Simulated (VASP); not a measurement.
Set up this calculation in VASP 6.6.1, as the native input.

```yaml
Task: single point
Functional: PBE
Potentials_or_basis: VASP PAW PBE potentials, release 64 (Cu)
Cutoff: 520 eV
k_mesh: 9 × 9 × 9
Occupations: tetrahedron
Spin: no spin polarisation
Dipole_correction: no
Further_INCAR_settings: ALGO = Normal; EDIFF = 1e-07; NBANDS = 12
```

The structure of Cu lies in POSCAR:

```
Cu
1.0
    0.0000000000      1.7810820000      1.7810820000
    1.7810820000      0.0000000000      1.7810820000
    1.7810820000      1.7810820000      0.0000000000
Cu
1
Direct
    0.0000000000      0.0000000000      0.0000000000
```

These files were run (other wordings do the same):

INCAR

```
  ALGO = Normal
  EDIFF = 1E-7
  ENCUT = 520
  GGA = PE
  ISIF = 2
  ISMEAR = -5
  LASPH = True
  LCHARG = False
  LREAL = False
  LWAVE = False
  NBANDS = 12
  NELM = 80
  PREC = Accurate
  SIGMA = 0.1
```

KPOINTS

```
k-points
0
Gamma
  9 9 9
```

Potentials or basis: VASP PAW PBE potentials, release 64 (Cu).

The run is started by

```bash
$ cat potpaw_PBE.64/Cu/POTCAR > POTCAR
$ mpirun -np 1 vasp_std > vasp.out
```

It gave:

```
Pressure : 9.5 GPa
```

Caveat: tetrahedron occupations give inexact forces and stress in metals.

It took 5 s on 1 thread of AMD EPYC 7R13 Processor (Zen 3), on a shared host, peak memory 0.09 GiB.
